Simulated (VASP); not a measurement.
Write the native input for VASP 6.6.1 that does the following.

| Property | Result |
| --- | --- |
| Task | single point |
| Functional | PBE |
| Potentials or basis | VASP PAW PBE potentials, release 64 (Ti_sv, Al, C) |
| Cutoff | 520 eV |
| k mesh | 15 × 15 × 2 |
| Occupations | gaussian, width 0.1 eV |
| Spin | no spin polarisation |
| Dipole correction | no |
| Further INCAR settings | LREAL = Auto; ALGO = Normal; EDIFF = 1e-06; NBANDS = 77 |

The structure of Ti4AlC3 lies in POSCAR:

```
Ti4AlC3
1.0
    3.0819732920      0.0000000000      0.0000000000
   -1.5409866460      2.6690671646      0.0000000000
    0.0000000000      0.0000000000     23.5855209217
Ti Al C
8 2 6
Direct
    0.3333333333      0.6666666667      0.0508887223
    0.6666666667      0.3333333333      0.9491112777
    0.6666666667      0.3333333333      0.5508887223
    0.3333333333      0.6666666667      0.4491112777
    0.0000000000      0.0000000000      0.1528882649
    0.0000000000      0.0000000000      0.8471117351
    0.0000000000      0.0000000000      0.6528882649
    0.0000000000      0.0000000000      0.3471117351
    0.3333333333      0.6666666667      0.2500000000
    0.6666666667      0.3333333333      0.7500000000
    0.0000000000      0.0000000000      0.0000000000
    0.0000000000      0.0000000000      0.5000000000
    0.6666666667      0.3333333333      0.1079700852
    0.3333333333      0.6666666667      0.8920299148
    0.3333333333      0.6666666667      0.6079700852
    0.6666666667      0.3333333333      0.3920299148
```

The input as run:

INCAR

```
PREC = Accurate
ENCUT = 520
EDIFF = 1E-6
ISMEAR = 0
SIGMA = 0.1
LREAL = Auto
LASPH = True
NELM = 80
ALGO = Normal
ISIF = 2
LWAVE = False
LCHARG = False
GGA = PE
NBANDS = 77
```

KPOINTS

```
Automatic mesh
0
Gamma
  15 15 2
```

Potentials or basis: VASP PAW PBE potentials, release 64 (Ti_sv, Al, C).

Launch:

```console
$ cat potpaw_PBE.64/Ti_sv/POTCAR potpaw_PBE.64/Al/POTCAR potpaw_PBE.64/C/POTCAR > POTCAR
$ mpirun -np 1 vasp_std > vasp.out
```

Results of the run:

| Quantity | Value |
| --- | --- |
| Pressure | 0.0 GPa |
| Largest force | 0.015 eV/Å |
| Band gap on the k mesh | zero (bands 63 and 64 overlap by 1.65 eV) |

Run time: 47 min on 1 thread of Intel Xeon 8259CL, with other jobs on the host, peak memory 0.63 GiB.
